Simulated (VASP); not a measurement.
Write the native input for VASP 6.6.1 that does the following.

```yaml
Task: single point
Functional: PBE
Potentials_or_basis: VASP PAW PBE potentials, release 64 (W_sv)
Cutoff: 520 eV
k_mesh: 10 × 10 × 1
Occupations: fermi-dirac, width 0.05 eV
Spin: no spin polarisation
Dipole_correction: yes
Further_INCAR_settings: ALGO = Normal; EDIFF = 1e-07; NBANDS = 43
```

The structure of W lies in POSCAR:

```
W
1.0
    2.7666047549      0.0000000000      0.0000000000
   -0.9222015850      2.6083799774      0.0000000000
    0.0000000000      0.0000000000     24.0356932927
W
5
Direct
    0.5000000000      0.5000000000      0.3120359338
    0.0000000000      0.0000000000      0.4060179669
    0.5000000000      0.5000000000      0.5000000000
    0.0000000000      0.0000000000      0.5939820331
    0.5000000000      0.5000000000      0.6879640662
```

These files were run (other wordings do the same):

INCAR

```
PREC = Accurate ; ENCUT = 520
EDIFF = 1E-7 ; ISMEAR = -1
SIGMA = 0.05 ; LREAL = False
LASPH = True ; NELM = 60
ALGO = Normal ; ISIF = 2
LWAVE = False ; LCHARG = False
LDIPOL = True ; IDIPOL = 3
DIPOL = 0.5 0.5 0.500 ; GGA = PE
NBANDS = 43
```

KPOINTS

```
regular mesh
0
Gamma
  10 10 1
```

Potentials or basis: VASP PAW PBE potentials, release 64 (W_sv).

Run with:

```console
$ cat potpaw_PBE.64/W_sv/POTCAR > POTCAR
$ mpirun -np 1 vasp_std > vasp.out
```

Results of the run:

```json
{
 "Largest force": "0.772 eV/Å",
 "Band gap on the k mesh": "zero (bands 35 and 36 overlap by 1.78 eV)"
}
```

Caveat: spin-orbit coupling is left out, which moves the levels of the heavy elements.

Wall time 7.5 min on 1 thread of Intel(R) Xeon(R) Platinum 8375C CPU @ 2.90GHz (Ice Lake) (shared host), peak memory 0.37 GiB.
